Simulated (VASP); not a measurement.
Write the native input for VASP 6.6.1 that does the following.

```
Task                   : single point
Functional             : PBE
Potentials or basis    : VASP PAW PBE potentials, release 64 (Ca_sv, Se)
Cutoff                 : 520 eV
k mesh                 : 12 × 12 × 12
Occupations            : fermi-dirac, width 0.03 eV
Spin                   : non-collinear spin, zero start, spin-orbit coupling
Starting moments       : [[0.0, 0.0, 0.0], [0.0, 0.0, 0.0]] μB
Dipole correction      : no
Further INCAR settings : ALGO = Normal; EDIFF = 1e-06; NBANDS = 28
```

The structure of CaSe (rocksalt type) lies in POSCAR:

```
CaSe
1.0
    0.0000000000      2.9789653787      2.9789653787
    2.9789653787      0.0000000000      2.9789653787
    2.9789653787      2.9789653787      0.0000000000
Ca Se
1 1
Direct
    0.0000000000      0.0000000000      0.0000000000
    0.5000000000      0.5000000000      0.5000000000
```

These files were run (other wordings do the same):

INCAR

```
  ALGO = Normal
  EDIFF = 1E-6
  ENCUT = 520
  GGA = PE
  GGA_COMPAT = F
  ISIF = 2
  ISMEAR = -1
  LASPH = T
  LCHARG = F
  LNONCOLLINEAR = T
  LORBIT = 11
  LORBMOM = T
  LREAL = F
  LSORBIT = T
  LWAVE = F
  MAGMOM = 0 0 0 0 0 0
  NBANDS = 28
  NELM = 150
  PREC = Accurate
  SIGMA = 0.03
```

KPOINTS

```
k-points
0
Gamma
  12 12 12
```

Potentials or basis: VASP PAW PBE potentials, release 64 (Ca_sv, Se).

Run with:

```bash
$ cat potpaw_PBE.64/Ca_sv/POTCAR potpaw_PBE.64/Se/POTCAR > POTCAR
$ mpirun -np 1 vasp_ncl > vasp.out
```

Results of the run:

| Item | Value |
| --- | --- |
| Pressure | 0.2 GPa |
| Net moment | 0.00 μB per cell |
| Valence electrons inside the program's atomic spheres | Ca 8.11; Se 3.92 |

Wall time 2.3 min on 1 thread of Intel(R) Xeon(R) Platinum 8488C (Sapphire Rapids), on a shared host, peak memory 0.4 GiB.
